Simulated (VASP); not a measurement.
Write the native input for VASP 6.6.1 that does the following.

```
Task                   : single point
Functional             : PBE
Potentials or basis    : VASP PAW PBE potentials, release 64 (K_sv, Er_3, C), 4f in core
Cutoff                 : 600 eV
k mesh                 : 6 × 6 × 4
Occupations            : gaussian, width 0.1 eV
Spin                   : no spin polarisation
Dipole correction      : no
Further INCAR settings : ALGO = Normal; EDIFF = 1e-06; NBANDS = 31
```

The structure of K3ErC2 lies in POSCAR:

```
K3ErC2
1.0
    7.2942917990      0.0000000044      0.0000000000
   -3.6471459033      6.3170419983      0.0000000000
    0.0000000000      0.0000000000      5.8806345674
K Er C
3 1 2
Direct
    0.5000000000      0.0000000000      0.5000000000
    0.0000000000      0.5000000000      0.5000000000
    0.5000000000      0.5000000000      0.5000000000
    0.0000000000      0.0000000000      0.0000000000
    0.0000000000      0.0000000000      0.3919125096
    0.0000000000      0.0000000000      0.6080874904
```

The cell was generated, and may not be a known phase.

These files were run (other wordings do the same):

INCAR

```
PREC = Accurate ; ENCUT = 600
EDIFF = 1E-6 ; ISMEAR = 0
SIGMA = 0.1 ; LREAL = F
LASPH = T ; NELM = 200
ALGO = Normal ; ISIF = 2
LWAVE = F ; LCHARG = F
GGA = PE ; NBANDS = 31
GGA_COMPAT = F ; LMAXMIX = 6
```

KPOINTS

```
regular mesh
0
Gamma
  6 6 4
```

Potentials or basis: VASP PAW PBE potentials, release 64 (K_sv, Er_3, C), 4f in core.

The run is started by

```console
$ cat potpaw_PBE.64/K_sv/POTCAR potpaw_PBE.64/Er_3/POTCAR potpaw_PBE.64/C/POTCAR > POTCAR
$ mpirun -np 1 vasp_std > vasp.out
```

Results of the run:

```json
{
 "Pressure": "0.1 GPa",
 "Largest force": "0.007 eV/Å",
 "Band gap on the k mesh": "zero (bands 22 and 23 overlap by 0.66 eV)"
}
```

Caveat: spin-orbit coupling is left out, which moves the levels of the heavy elements; the 4f electrons are frozen in the core, so they carry no moment and show no levels.

Wall time 2.4 min on 1 thread of Intel(R) Xeon(R) 6975P-C (Granite Rapids), on a shared host, peak memory 0.52 GiB.
